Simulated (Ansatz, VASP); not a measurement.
**One calculation of Zn, two programs**

```
CELL_PARAMETERS angstrom
0.00000 2.14789 2.14789
2.14789 0.00000 2.14789
2.14789 2.14789 0.00000
ATOMIC_POSITIONS crystal
Zn 0.87500 0.87500 0.87500
Zn 0.12500 0.12500 0.12500
```

Change from the starting cell: volume scaled by 0.4, LAPW.

Alike in both runs: task single point; functional PBE; k mesh 12 × 12 × 12; occupations fermi-dirac, width 0.05 eV; no spin polarisation.

|  | VASP | Ansatz |
| --- | --- | --- |
| version | VASP 6.6.1 | Ansatz 0.2.0 |
| potentials or method | VASP PAW PBE potentials, release 64 (Zn), cutoff 520 eV | all-electron LAPW, scalar-relativistic |

|  | VASP | Ansatz | Ansatz less VASP |
| --- | --- | --- | --- |
| pressure (GPa) | 238.6 | 235.4 | -3.19 |

Both programs put the cell under a high pressure, so it lies far from rest at this level. Ansatz ran all-electron here, and VASP with PAW potentials.

Noted on VASP's run: the cell as given lies far from equilibrium.
